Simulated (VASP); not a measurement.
The system is Sn2TeS.

```xyz
4
Lattice="4.3810 0.0000 0.0000 0.0000 4.3810 0.0000 0.0000 0.0000 6.1500" Properties=species:S:1:pos:R:3 pbc="T T T"
S     0.0000    0.0000    0.0000
Sn    0.0000    0.0000    3.0750
Sn    2.1905    2.1905    0.0000
Te    2.1905    2.1905    3.0750
```

This cell differs from its parent crystal: biaxial xy strain +1.4%.

Base run:

| Quantity | Value |
| --- | --- |
| Program | VASP 6.6.1 |
| Functional | r2SCAN |
| Potentials or basis | VASP PAW PBE potentials, release 64 (S, Sn_d, Te) |
| Cutoff | 520 eV |
| k mesh | 6 × 6 × 4 |
| Occupations | fermi-dirac, width 0.02 eV |
| Spin | no spin polarisation |

Its results: band gap on the k mesh 0.23 eV; pressure -1.3 GPa.

Question: The run is repeated on the same cell with these changes: functional from r2SCAN to PBE; further incar settings from ALGO = Normal; EDIFF = 1e-06; NBANDS = 28 to ALGO = Normal; EDIFF = 1e-07; NBANDS = 28. What comes out?

Answer: Band gap on the k mesh 0.15 eV (least direct gap 0.20 eV); pressure -0.4 GPa.

Caveats: spin-orbit coupling is left out, which moves the levels of the heavy elements; the PAW data sets were made with another functional, which shifts forces and pressure a little (at least some runs).

A k mesh can miss the band edges.
